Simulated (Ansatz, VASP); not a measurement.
**One calculation of Cu, two programs**

```
Cu
1.0
     0.00000    0.00000    4.12961
     5.06222    0.00000    0.00000
    -2.53111    4.38401    0.00000
Cu
8
Direct
  0.25000 0.16667 0.33333
  0.25000 0.16667 0.83333
  0.25000 0.66667 0.33333
  0.25000 0.66667 0.83333
  0.75000 0.33333 0.16667
  0.75000 0.33333 0.66667
  0.75000 0.83333 0.16667
  0.75000 0.83333 0.66667
```

Alike in both runs: functional r2SCAN; k mesh 8 × 6 × 6; occupations gaussian, width 0.1 eV; no spin polarisation.

Ansatz relaxed the structure, and its values are those at the end. VASP's run is a single point on that final structure, the one shown.

```csv
,VASP,Ansatz
version,VASP 6.6.1,Ansatz 0.2.0
potentials or method,"VASP PAW PBE potentials, release 64 (Cu), cutoff 520 eV","scalar-relativistic, plane waves, PAW"
valence electrons in the cell,88,152
```

Ansatz gave:

- gap on the k mesh at the Fermi level (eV): none
- pressure (GPa): 0.1

**Question.** Which values does VASP return?

**Answer.** gap on the k mesh at the Fermi level (eV): none; pressure (GPa): 0.7.

VASP's potentials were made for PBE, not for r2SCAN. A gap of «none» marks a metal or a gap that the smearing closes. VASP's potentials hold 88 valence electrons a cell and Ansatz's 152, so a difference there can come from the potentials and not from the codes.
